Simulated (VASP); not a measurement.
Al2O3, 5 atoms in the cell. Symmetry: P-6m2, No. 187, hexagonal system. Conventional cell: a = 2.892 Å, b = 2.892 Å, c = 7.361 Å, α = 90.00°, β = 90.00°, γ = 120.00°. Within 2.4 Å of Al (site symmetry 3m) lie 6 O at 1.79 to 2.18 Å. O (site symmetry 3m) has 3 Al at 1.79 Å within 2.4 Å. Within 2.9 Å of O (site symmetry -6m2) lie 6 Al at 2.18 Å and 12 O at 2.64 to 2.89 Å.  This cell differs from its parent crystal: atoms shifted along a free coordinate.

```yaml
Program: VASP 6.6.1
Task: single point
Functional: PBE
Dispersion: D3(BJ)
Potentials_or_basis: VASP PAW PBE potentials, release 64 (Al, O)
Cutoff: 520 eV
k_mesh: 9 × 9 × 4
Occupations: gaussian, width 0.05 eV
Spin: no spin polarisation
Dipole_correction: no
Further_INCAR_settings: ALGO = Normal; EDIFF = 1e-06; NBANDS = 20
```

Potentials or basis: VASP PAW PBE potentials, release 64 (Al, O).

Command:

```sh
$ cat potpaw_PBE.64/Al/POTCAR potpaw_PBE.64/O/POTCAR > POTCAR
$ mpirun -np 1 vasp_std > vasp.out
```

Hardware: 1 thread of Intel Xeon 8259CL (shared host).

Question: Estimate the wall time of this run.

Answer: Wall time 43 s on 1 thread of Intel Xeon 8259CL, with other jobs on the host, peak memory 0.2 GiB. Counts: scf iterations 14, k points 36.
